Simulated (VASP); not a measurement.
Input of a VASP 6.6.1 run:

File POSCAR:

```
BeTe
1.0
    3.8635963374      0.0000000000      0.0000000000
   -1.9317981687      3.3459725782      0.0000000000
    0.0000000000      0.0000000000      6.0034039923
Be Te
2 2
Direct
    0.0000000000      0.0000000000      0.0000000000
    0.0000000000      0.0000000000      0.5000000000
    0.3333333333      0.6666666667      0.2500000000
    0.6666666667      0.3333333333      0.7500000000
```

Contents of INCAR.step1:

```
SYSTEM = BeTe
  PREC = Accurate
  ENCUT = 520
  EDIFF = 1E-5
  ISMEAR = -1
  SIGMA = 0.02
  LREAL = .FALSE.
  LASPH = .TRUE.
  NELM = 60
  ALGO = Normal
  ISIF = 2
  LWAVE = .TRUE.
  LCHARG = .FALSE.
  NBANDS = 16
  GGA = PE
```

INCAR.step2

```
SYSTEM = BeTe
  PREC = Accurate
  ENCUT = 520
  EDIFF = 1E-6
  ISMEAR = -1
  SIGMA = 0.02
  LREAL = .FALSE.
  LASPH = .TRUE.
  NELM = 60
  ALGO = Normal
  ISIF = 2
  LWAVE = .FALSE.
  LCHARG = .FALSE.
  GGA = PE
  LHFCALC = .TRUE.
  AEXX = 0.2
  HFSCREEN = 0.3
  PRECFOCK = Normal
  NBANDS = 16
  ISTART = 1
```

The input KPOINTS:

```
regular mesh
0
G
  6 6 2
  0 0 0
```

Potentials or basis: VASP PAW PBE potentials, release 64 (Be, Te).

The run is started by

```sh
$ cat potpaw_PBE.64/Be/POTCAR potpaw_PBE.64/Te/POTCAR > POTCAR
$ cp INCAR.step1 INCAR
$ mpirun -np 1 vasp_std > vasp.out
$ cp INCAR.step2 INCAR
$ mpirun -np 1 vasp_std > vasp.out
```

Q: Estimate the band gap on the k mesh.

A: Zero (bands 8 and 9 overlap by 1.08 eV).

Q: What does it give for the pressure?

A: -0.8 GPa.

Stress tensor (GPa, compression positive):
```
-0.90  0.00  0.00
 0.00 -0.90  0.00
 0.00  0.00 -0.73
```

Caveat: the k points lie up to 0.52 Å⁻¹ apart, too coarse for converged energies and pressures of a metal; the PAW data sets were made with another functional, which shifts forces and pressure a little; spin-orbit coupling is left out, which moves the levels of the heavy elements.
